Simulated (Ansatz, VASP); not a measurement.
## SnSe: VASP beside Ansatz

```xyz
2
Lattice="0.0000 2.8435 2.9466 3.0498 0.0000 2.9466 3.0498 2.8435 0.0000" Properties=species:S:1:pos:R:3 pbc="T T T"
Sn    0.0000    0.0000    0.0000
Se    3.0498    2.8435    2.9466
```

Change from the starting cell: strain +0.0350 x Voigt [1, -1, 0, 0, 0, 0], atoms carried along.

Alike in both runs: task single point; functional LDA; k mesh 8 × 8 × 8; occupations gaussian, width 0.05 eV; no spin polarisation.

|  | VASP | Ansatz |
| --- | --- | --- |
| version | VASP 6.6.1 | Ansatz 0.2.0 |
| potentials or method | VASP PAW LDA potentials, release 64 (Sn_d, Se), cutoff 520 eV | scalar-relativistic, plane waves, PAW |
| valence electrons in the cell | 20 | 30 |

VASP gave:

| Quantity | Value |
| --- | --- |
| gap on the k mesh at the Fermi level (eV) | 0.57 |
| least direct gap on the mesh (eV) | 0.64 |
| pressure (GPa) | 0.8 |
| traceless stress, the component that is largest in VASP (GPa) | 5.48 |

Q: Which values does Ansatz return?

A: gap on the k mesh at the Fermi level (eV): 0.58; least direct gap on the mesh (eV): 0.64; pressure (GPa): 0.6; traceless stress, the component that is largest in VASP (GPa): 5.44.

LDA's correlation is that of Perdew and Zunger in VASP and of Perdew and Wang (1992) in Ansatz. VASP's potentials hold 20 valence electrons a cell and Ansatz's 30, so a difference there can come from the potentials and not from the codes.
